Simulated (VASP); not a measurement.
Write the native input for VASP 6.6.1 that does the following.

```yaml
Task: single point
Functional: PBE
Potentials_or_basis: VASP PAW PBE potentials, release 64 (Tl_d, H)
Cutoff: 520 eV
k_mesh: 6 × 6 × 6
Occupations: gaussian, width 0.1 eV
Spin: no spin polarisation
Dipole_correction: no
Further_INCAR_settings: ALGO = Normal; EDIFF = 1e-07; NBANDS = 18
```

The structure of TlH5 lies in POSCAR:

```
TlH5
1.0
    3.6303886184      0.0000000000      0.0000000000
   -1.8151943092      3.1440087691      0.0000000000
    0.0000000000      0.0000000000      4.4214206546
Tl H
1 5
Direct
    0.0000000000      0.0000000000      0.0000000000
    0.3333333333      0.6666666667      0.0000000000
    0.6666666667      0.3333333333      0.0000000000
    0.5000000000      0.0000000000      0.5000000000
    0.5000000000      0.5000000000      0.5000000000
    0.0000000000      0.5000000000      0.5000000000
```

The input as run:

INCAR

```
SYSTEM = TlH5
ALGO = Normal ; EDIFF = 1E-7
ENCUT = 520 ; GGA = PE
ISIF = 2 ; ISMEAR = 0
LASPH = .TRUE. ; LCHARG = .FALSE.
LREAL = .FALSE. ; LWAVE = .FALSE.
NBANDS = 18 ; NELM = 60
PREC = Accurate ; SIGMA = 0.1
```

KPOINTS

```
k-points
0
G
  6 6 6
  0 0 0
```

Potentials or basis: VASP PAW PBE potentials, release 64 (Tl_d, H).

Run with:

```bash
$ cat potpaw_PBE.64/Tl_d/POTCAR potpaw_PBE.64/H/POTCAR > POTCAR
$ mpirun -np 1 vasp_std > vasp.out
```

It gave:

```yaml
Pressure: -0.2 GPa
Band_gap_on_the_k_mesh: zero (band 9 reaches 6.27 eV, above the bottom of band 10 at 0.10 eV)
```

Caveat: spin-orbit coupling is left out, which moves the levels of the heavy elements.

It took 11 s on 1 thread of Intel(R) Xeon(R) 6975P-C (Granite Rapids) (shared host), peak memory 0.18 GiB.
